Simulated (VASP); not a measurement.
# TaTeI2: single point with PBE

Crystal: TaTeI2.

```
Ta Te I
1.0
     3.46753    0.00000    0.00000
     0.00000    4.83660    0.00000
     0.00000    0.00000    9.00586
Ta Te I
1 1 2
Direct
  0.50000 0.50000 0.00000
  0.00000 0.00000 0.00000
  0.00000 0.50000 0.73267
  0.00000 0.50000 0.26733
```

The cell was generated, and may not be a known phase.

```
Program             : VASP 6.6.1
Task                : single point
Functional          : PBE
Potentials or basis : VASP PAW PBE potentials, release 64 (Ta_pv, Te, I)
Cutoff              : 520 eV
k mesh              : 4 × 4 × 4
Occupations         : gaussian, width 0.1 eV
Spin                : no spin polarisation
```

```yaml
Pressure: 0.0 GPa
Largest_force: 0.027 eV/Å
Band_gap_on_the_k_mesh: zero (an odd number of electrons rules out a gap without spin polarisation)
```

Forces on the atoms (eV/Å):
```
Ta   0.000  0.000  0.000
Te   0.000  0.000  0.000
I    0.000  0.000  0.027
I    0.000  0.000 -0.027
```

Stress tensor (GPa, compression positive):
```
-0.06  0.00  0.00
 0.00 -0.03  0.00
 0.00  0.00  0.06
```

Levels at points of the mesh, in eV from the Fermi level:
| k point | band 13 | band 14 | band 15 | band 16 | band 17 | band 18 | band 19 | band 20 |
| --- | --- | --- | --- | --- | --- | --- | --- | --- |
| (0.00, 0.00, 0.00) | -1.40 | -1.22 | -0.83 | 0.27 | 0.65 | 0.79 | 1.37 | 2.28 |
| (0.50, 0.00, 0.00) | -2.00 | -1.23 | -0.49 | -0.13 | 1.11 | 2.54 | 2.98 | 3.48 |
| (0.00, 0.50, 0.00) | -1.67 | -1.18 | -0.61 | -0.54 | 1.58 | 2.29 | 2.30 | 4.10 |
| (0.50, 0.50, 0.00) | -2.18 | -0.79 | -0.67 | -0.66 | 0.55 | 0.61 | 1.20 | 2.72 |
| (0.00, 0.00, 0.50) | -1.54 | -1.28 | -0.79 | 0.27 | 0.55 | 0.81 | 1.38 | 2.21 |
| (0.50, 0.00, 0.50) | -2.08 | -1.13 | -0.57 | -0.13 | 1.46 | 2.26 | 2.56 | 3.49 |
| (0.00, 0.50, 0.50) | -1.67 | -1.12 | -0.86 | -0.48 | 1.58 | 2.23 | 3.05 | 4.10 |
| (0.50, 0.50, 0.50) | -2.06 | -0.78 | -0.66 | -0.15 | 0.40 | 0.62 | 1.52 | 2.34 |

Run time: 72 s on 1 thread of Oxide Virtual Turin-like Processor, with other jobs on the host, peak memory 0.28 GiB.

Caveat: the k points lie up to 0.45 Å⁻¹ apart, too coarse for converged energies and pressures of a metal; spin-orbit coupling is left out, which moves the levels of the heavy elements; this functional lacks dispersion, which binds layers or chains, so the pressure and a relaxed spacing across them are unreliable; an odd number of electrons without spin polarisation forces a metal; a magnetic or distorted state may lie lower.
